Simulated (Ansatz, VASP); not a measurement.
## MnS in VASP and in Ansatz

```
Mn S
1.0
     0.00000    2.54258    2.54258
     2.54258    0.00000    2.54258
     2.54258    2.54258    0.00000
Mn S
1 1
Direct
  0.00000 0.00000 0.00000
  0.50000 0.50000 0.50000
```

Alike in both runs: task single point; functional r2SCAN; k mesh 12 × 12 × 12; occupations gaussian, width 0.05 eV; collinear spin.

|  | VASP | Ansatz |
| --- | --- | --- |
| version | VASP 6.6.1 | Ansatz 0.2.0 |
| potentials or method | VASP PAW PBE potentials, release 64 (Mn_pv, S), cutoff 520 eV | scalar-relativistic, plane waves, PAW |
| valence electrons in the cell | 19 | 21 |

```tsv
	VASP	Ansatz	Ansatz less VASP
gap on the k mesh at the Fermi level (eV)	none	none	-
pressure (GPa)	6.3	6.3	+0.03
net moment per atom (μB)	2.44	2.44	0.000
size of the moment on the site where the two differ most (μB)	4.41	4.34	-0.076
```

VASP's potentials were made for PBE, not for r2SCAN. Site moments also hang on the region over which each program counts them. A gap of «none» marks a metal or a gap that the smearing closes. VASP's potentials hold 19 valence electrons a cell and Ansatz's 21, so a difference there can come from the potentials and not from the codes. Ansatz's warnings: stability check not made.
